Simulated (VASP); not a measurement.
A run of VASP 6.6.1 is set up as follows.

File INCAR:

```
SYSTEM = Fe
ALGO = Normal
EDIFF = 1E-7
ENCUT = 520
GGA = PE
ISIF = 2
ISMEAR = 0
ISPIN = 2
LASPH = .TRUE.
LCHARG = .FALSE.
LMAXMIX = 4
LORBIT = 11
LREAL = .FALSE.
LWAVE = .FALSE.
MAGMOM = 2.44
NBANDS = 14
NELM = 150
PREC = Accurate
SIGMA = 0.15
```

Contents of KPOINTS:

```
k-points
0
G
  10 10 10
  0 0 0
```

POSCAR

```
Fe
1.0
   -1.5715103435      1.4157750842      1.4157750842
    1.5715103435     -1.4157750842      1.4157750842
    1.5715103435      1.4157750842     -1.4157750842
Fe
1
Direct
    0.0000000000      0.0000000000      0.0000000000
```

Potentials or basis: VASP PAW PBE potentials, release 64 (Fe).

The run is started by

```console
$ cat potpaw_PBE.64/Fe/POTCAR > POTCAR
$ mpirun -np 1 vasp_std > vasp.out
```

What does it give for the pressure?

-12.7 GPa.

Predict the net moment.

2.45 μB per cell.

Predict the site moments.

Fe +2.47 μB.

Stress tensor (GPa, compression positive):
```
-16.39   0.00   0.00
  0.00 -10.85   0.00
  0.00   0.00 -10.85
```

Caveat: the cell differs from its parent crystal (normal strain along x +0.1100, normal strain along z +0.0000).
